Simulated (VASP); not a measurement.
Wanted: the native input for a VASP 6.6.1 run.

| Item | Value |
| --- | --- |
| Task | single point |
| Functional | PBE |
| Potentials or basis | VASP PAW PBE potentials, release 64 (Ta_pv, F) |
| Cutoff | 600 eV |
| k mesh | 8 × 8 × 8 |
| Occupations | fermi-dirac, width 0.05 eV |
| Spin | no spin polarisation |
| Dipole correction | no |
| Further INCAR settings | ALGO = Normal; EDIFF = 1e-06; NBANDS = 24 |

The structure of TaF3 lies in POSCAR:

```
TaF3
1.0
    4.3749783000      0.0000000000      0.0000000000
    0.0000000000      4.3749783000      0.0000000000
    0.0000000000      0.0000000000      3.7792707483
Ta F
1 3
Direct
    0.0000000000      0.0000000000      0.0000000000
    0.0000000000      0.5000000000      0.0000000000
    0.5000000000      0.0000000000      0.0000000000
    0.0000000000      0.0000000000      0.5000000000
```

These files were run (other wordings do the same):

INCAR

```
PREC     = Accurate       # precision mode
ENCUT    = 600            # plane-wave cutoff, eV
EDIFF    = 1E-6           # SCF threshold, eV
ISMEAR   = -1             # smearing method
SIGMA    = 0.05           # smearing width, eV
LREAL    = F              # projectors in reciprocal space
LASPH    = T              # aspherical terms in the spheres
NELM     = 120            # most SCF steps
ALGO     = Normal         # electronic algorithm
ISIF     = 2              # what is computed and relaxed
LWAVE    = F              # write WAVECAR
LCHARG   = F              # write CHGCAR
GGA      = PE             # functional
NBANDS   = 24             # bands
GGA_COMPAT= F
```

KPOINTS

```
Automatic mesh
0
Gamma
  8 8 8
```

Potentials or basis: VASP PAW PBE potentials, release 64 (Ta_pv, F).

Launch:

```console
$ cat potpaw_PBE.64/Ta_pv/POTCAR potpaw_PBE.64/F/POTCAR > POTCAR
$ mpirun -np 1 vasp_std > vasp.out
```

Results of the run:

| Property | Result |
| --- | --- |
| Pressure | 2.3 GPa |
| Band gap on the k mesh | zero (band 16 reaches 3.70 eV, above the bottom of band 17 at 1.96 eV) |

Caveat: spin-orbit coupling is left out, which moves the levels of the heavy elements.

Wall time 79 s on 1 thread of Intel Xeon 6975P-C, with other jobs on the host, peak memory 0.28 GiB.
